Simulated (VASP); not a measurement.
A run of VASP 6.6.1 is set up as follows.

INCAR

```
PREC     = Accurate       # precision mode
ENCUT    = 520            # plane-wave cutoff, eV
EDIFF    = 1E-7           # SCF threshold, eV
ISMEAR   = 0              # smearing method
SIGMA    = 0.02           # smearing width, eV
LREAL    = F              # projectors in reciprocal space
LASPH    = T              # aspherical terms in the spheres
NELM     = 100            # most SCF steps
ALGO     = Normal         # electronic algorithm
ISIF     = 2              # what is computed and relaxed
LWAVE    = F              # write WAVECAR
LCHARG   = F              # write CHGCAR
GGA      = PE             # functional
NBANDS   = 46             # bands
```

The input KPOINTS:

```
regular mesh
0
Gamma
  6 6 8
```

Contents of POSCAR:

```
ZnO
1.0
    5.5175700700      0.0000000000      0.0000000000
    0.0000000000      5.5175700700      0.0000000000
    0.0000000000      0.0000000000      3.2587787700
Zn O
4 4
Direct
    0.1819728400      0.1819728400      0.5000000000
    0.8180271600      0.8180271600      0.5000000000
    0.6819728400      0.3180271600      0.0000000000
    0.3180271600      0.6819728400      0.0000000000
    0.8172472300      0.1827527700      0.5000000000
    0.1827527700      0.8172472300      0.5000000000
    0.6827527700      0.6827527700      0.0000000000
    0.3172472300      0.3172472300      0.0000000000
```

Potentials or basis: VASP PAW PBE potentials, release 64 (Zn, O).

Command:

```console
$ cat potpaw_PBE.64/Zn/POTCAR potpaw_PBE.64/O/POTCAR > POTCAR
$ mpirun -np 1 vasp_std > vasp.out
```

Task: Estimate the pressure.

Result: 6.0 GPa.

Task: Estimate the band gap on the k mesh.

Result: 0.80 eV.

Task: Estimate the largest force.

Result: 0.035 eV/Å.

Stress tensor (GPa, compression positive):
```
5.91 0.00 0.00
0.00 5.91 0.00
0.00 0.00 6.32
```

Caveat: the cell stands under pressure.
